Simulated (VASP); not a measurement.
# AlGaN2 (P-4m2) in VASP: notebook, part 2 of 2

VASP 6.6.1.

## Step 5: Single point, LDA (strain +0.000 along x and y, +0.050 along z)

Input file INCAR:

```
SYSTEM = AlGaN2
  PREC = Accurate
  ENCUT = 520
  EDIFF = 1E-6
  ISMEAR = 0
  SIGMA = 0.05
  LREAL = .False.
  LASPH = .True.
  NELM = 80
  ALGO = Normal
  ISIF = 2
  LWAVE = .False.
  LCHARG = .False.
  GGA = CA
  NBANDS = 21
```

Input file KPOINTS:

```
regular mesh
0
Gamma
  8 8 6
  0 0 0
```

Input file POSCAR:

```
AlGaN2
1.0
    3.1152864692      0.0000000000      0.0000000000
    0.0000000000      3.1152864692      0.0000000000
    0.0000000000      0.0000000000      4.6035466767
Al Ga N
1 1 2
Direct
    0.5000000000      0.5000000000      0.5000000000
    0.0000000000      0.0000000000      0.0000000000
    0.5000000000      0.0000000000      0.7400513246
    0.0000000000      0.5000000000      0.2599486754
```

Potentials or basis: VASP PAW LDA potentials, release 64 (Al, Ga_d, N).

On the command line:

```
> cat potpaw_LDA.64/Al/POTCAR potpaw_LDA.64/Ga_d/POTCAR potpaw_LDA.64/N/POTCAR > POTCAR
> mpirun -np 1 vasp_std > vasp.out
```

OUTCAR:

```text
SYSTEM = AlGaN2
   PREC = Accurate
   ENCUT = 520
   EDIFF = 1E-6
   ISMEAR = 0
   LREAL = .False.
   LASPH = .True.
   NELM = 80
   ISIF = 2
   GGA = CA

 ion  position               nearest neighbor table
   1  0.500  0.500  0.500-   3 1.91   4 1.91   3 1.91   4 1.91
   2  0.000  0.000  0.000-   3 1.96   4 1.96   4 1.96   3 1.96
   3  0.500  0.000  0.740-   1 1.91   1 1.91   2 1.96   2 1.96
   4  0.000  0.500  0.260-   1 1.91   1 1.91   2 1.96   2 1.96

  LATTYP: Found a simple tetragonal cell.
 ALAT       =     3.1152864692
 C/A-ratio  =     1.4777282032

  Lattice vectors:

 A1 = (   3.1152864692,   0.0000000000,   0.0000000000)
 A2 = (   0.0000000000,   3.1152864692,   0.0000000000)
 A3 = (   0.0000000000,   0.0000000000,   4.6035466767)

Analysis of symmetry for initial positions (statically):
=====================================================================
 Subroutine PRICEL returns:
 Original cell was already a primitive cell.

 Routine SETGRP: Setting up the symmetry group for a
 simple tetragonal supercell.

 Subroutine GETGRP returns: Found  8 space group operations
 (whereof  8 operations were pure point group operations)
 out of a pool of 16 trial point group operations.

The static configuration has the point symmetry D_2d.

Analysis of symmetry for dynamics (positions and initial velocities):
=====================================================================
 Subroutine PRICEL returns:
 Original cell was already a primitive cell.

 Routine SETGRP: Setting up the symmetry group for a
 simple tetragonal supercell.

 Subroutine GETGRP returns: Found  8 space group operations
 (whereof  8 operations were pure point group operations)
 out of a pool of 16 trial point group operations.

The dynamic configuration has the point symmetry D_2d.

 Subroutine INISYM returns: Found  8 space group operations
 (whereof  8 operations are pure point group operations),
 and found     1 'primitive' translations
[... 112 lines left out ...]
   EMIN   =  10.00;   EMAX   =-10.00  energy-range for DOS
   EFERMI =   0.00;   METHOD = LEGACY
   ISMEAR =     0;   SIGMA  =   0.05  broadening in eV -4-tet -1-fermi 0-gaus
   EFERMI_NEDOS =   21; number of points for ismear=-14 and -15
   IALGO  =     38    algorithm
   IMIX   =      4    mixing-type and parameters
     AMIX     =   0.40;   BMIX     =  1.00
     AMIX_MAG =   1.60;   BMIX_MAG =  1.00
  volume/ion in A,a.u.               =      11.17        75.37
  Fermi-wavevector in a.u.,A,eV,Ry     =   1.366794  2.582866 25.417400  1.868126
  Thomas-Fermi vector in A             =   2.492903
   LORBIT       =      0    0 simple, 1 ext, 2 COOP (PROOUT), +10 PAW based schemes
   GGA     = CA    functional components
   LHFCALC =     F    Hartree Fock is set to
   AEXX    =    0.0000 exact exchange contribution
   IVDW    =     0    specifies the selected vdW correction
   LEPSILON=     F    determine dielectric tensor
   LRPA    =     F    only Hartree local field effects (RPA)
 non-spin polarized calculation
 Gauss-broadening in eV      SIGMA  =   0.05
  energy-cutoff  :      520.00
  volume of cell :       44.68
 maximum number of plane-waves:      1232
 NGX is ok and might be reduce to    24
   NGX = 11   NGY = 11   NGZ = 17

 number of electron      25.9999990 magnetization

 Free energy of the ion-electron system (eV)
  ---------------------------------------------------
  ext. energy  EPLUGINS =         0.00000000
  ---------------------------------------------------
  free energy    TOTEN  =       -30.23296343 eV

  energy without entropy =      -30.23296343  energy(sigma->0) =      -30.23296343

 E-fermi :   5.5331     XC(G=0): -11.6107

 val. band max:        5.2320771812   @ k =   0.0000   0.0000   0.0000
 cond. band min:       7.8530146090   @ k =   0.0000   0.0000   0.0000
 fundamental gap:      2.6209374279
 Fermi energy:         5.5330869422

 k-point     1 :       0.0000    0.0000    0.0000
  band No.  band energies     occupation
      1     -10.0338      2.00000
      2      -8.8434      2.00000
      3      -7.9326      2.00000
      4      -7.9326      2.00000
      5      -7.8926      2.00000
      6      -7.7607      2.00000
[... 565 lines left out ...]
     20      17.0701      0.00000
     21      17.2475      0.00000

 [... further k-points ...]
[... 5 lines left out ...]
  --------------------------------------------------------------------------------------
  -------------------------------------------------------------------------------------
  Total       -1.6942392     -1.6942392     -3.7110077      0.0000000      0.0000000      0.0000000
  in kB      -60.7570646    -60.7570646   -133.0803409      0.0000000      0.0000000      0.0000000
  external PRESSURE =     -84.8648234 kB  Pullay stress =       0.0000000 kB

 VOLUME and BASIS-vectors are now :
 -----------------------------------------------------------------------------
  energy-cutoff  :      520.00
  volume of cell :       44.68
      direct lattice vectors                 reciprocal lattice vectors
     3.115286469  0.000000000  0.000000000     0.320997767  0.000000000  0.000000000
     0.000000000  3.115286469  0.000000000     0.000000000  0.320997767  0.000000000
     0.000000000  0.000000000  4.603546677     0.000000000  0.000000000  0.217223821

 POSITION                                       TOTAL-FORCE (eV/Angst)
 -----------------------------------------------------------------------------------
      1.55764      1.55764      2.30177         0.000000      0.000000      0.000000
      0.00000      0.00000      0.00000         0.000000      0.000000      0.000000
      1.55764      0.00000      3.40686         0.000000      0.000000      0.051472
      0.00000      1.55764      1.19669        -0.000000     -0.000000     -0.051472
 -----------------------------------------------------------------------------------
    total drift:                                0.000000      0.000000      0.000000

  FREE ENERGIE OF THE ION-ELECTRON SYSTEM (eV)
  ---------------------------------------------------
  free  energy   TOTEN  =       -30.2329634289 eV

  energy  without entropy=      -30.2329634289  energy(sigma->0) =      -30.23296343
```

stdout:

```text
POSCAR found type information on POSCAR AlGaN
 POSCAR found :  3 types and       4 ions
 scaLAPACK will be used
 LDA part: xc-table for (Slater(with rela. corr.)+CA(PZ))
 , standard interpolation
 POSCAR, INCAR and KPOINTS ok, starting setup
 FFT: planning ... GRIDC
 FFT: planning ... GRID_SOFT
 FFT: planning ... GRID
 WAVECAR not read
 entering main loop
```

Run time: 14 s. Hardware: 1 thread of Intel Xeon 6975P-C (Granite Rapids), shared host; peak memory 0.18 GiB.

What came out:

```
Free energy            : -30.2330 eV
Pressure               : -8.5 GPa
Largest force          : 0.051 eV/Å
Band gap on the k mesh : 2.62 eV, direct
```

Forces on the atoms (eV/Å):
```
Al   0.000  0.000  0.000
Ga   0.000  0.000  0.000
N    0.000  0.000  0.051
N    0.000  0.000 -0.051
```

Stress tensor (GPa, compression positive):
```
 -6.08   0.00   0.00
  0.00  -6.08   0.00
  0.00   0.00 -13.31
```

Levels at points of the mesh, in eV from the valence-band top:
```tsv
k point	band 11	band 12	band 13	band 14	band 15	band 16
(0.00, 0.00, 0.00)	-0.41	0.00	0.00	2.62	3.56	7.75
(0.50, 0.00, 0.00)	-3.14	-0.84	-0.54	6.81	6.99	8.11
(0.50, 0.50, 0.00)	-2.42	-2.42	-2.40	3.07	3.07	5.70
(0.00, 0.00, 0.50)	-1.42	-0.90	-0.90	5.00	5.02	7.57
(0.50, 0.00, 0.50)	-0.91	-0.82	-0.45	4.78	6.16	8.89
(0.50, 0.50, 0.50)	-3.25	-3.23	-3.23	5.71	5.71	8.28
```

Caveat: the cell differs from its parent crystal (strain +0.000 along x and y, +0.050 along z).

## Step 6: Summary

```csv
cell,gap on the mesh (eV),pressure (GPa),largest force (eV/Å)
"a = 3.193, b = 3.193, c = 4.165 Å, 4 atoms",3.09,0.7,0.16
"a = 3.115, b = 3.115, c = 4.494 Å, 4 atoms",2.84,-4.1,0.02
"a = 3.193, b = 3.193, c = 4.275 Å, 4 atoms",2.94,-4.2,0.11
"a = 3.115, b = 3.115, c = 4.604 Å, 4 atoms",2.62,-8.5,0.05
```

Alike in all rows: task single point; level LDA; potentials or basis VASP PAW LDA potentials, release 64 (Al, Ga_d, N); no spin polarisation; k mesh 8 × 8 × 6; cutoff (eV) 520; smearing gaussian 0.05 eV.

Total energies depend on the potentials used, so only differences within one code and one set of settings carry meaning.
